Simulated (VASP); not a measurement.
A run of VASP 6.6.1:

File INCAR:

```
ALGO = Normal
EDIFF = 1E-6
ENCUT = 520
GGA = PE
ISIF = 2
ISMEAR = 0
LASPH = True
LCHARG = False
LREAL = False
LWAVE = False
NBANDS = 26
NELM = 60
PREC = Accurate
SIGMA = 0.15
```

KPOINTS

```
k-points
0
Gamma
  3 3 3
```

File POSCAR:

```
Mg3ZrN3
1.0
    3.1569479133      1.8226647275      2.5788532585
   -3.1569479133      1.8226647275      2.5788532585
    0.0000000000     -3.6453294551      2.5788532585
Mg Zr N
3 1 3
Direct
    0.0000000000      0.0000000000      0.5000000000
    0.5000000000      0.0000000000      0.0000000000
    0.0000000000      0.5000000000      0.0000000000
    0.5000000000      0.5000000000      0.5000000000
    0.5000000000      0.5000000000      0.0000000000
    0.0000000000      0.5000000000      0.5000000000
    0.5000000000      0.0000000000      0.5000000000
```

Potentials or basis: VASP PAW PBE potentials, release 64 (Mg, Zr_sv, N).

Run with:

```console
$ cat potpaw_PBE.64/Mg/POTCAR potpaw_PBE.64/Zr_sv/POTCAR potpaw_PBE.64/N/POTCAR > POTCAR
$ mpirun -np 1 vasp_std > vasp.out
```

Hardware: 1 thread of Intel(R) Xeon(R) 6975P-C (Granite Rapids), with other jobs on the host.

Problem. Estimate the wall time of this run.

Solution. It took 11 s on 1 thread of Intel(R) Xeon(R) 6975P-C (Granite Rapids), with other jobs on the host, peak memory 0.2 GiB. Counts: scf iterations 14, k points 6.
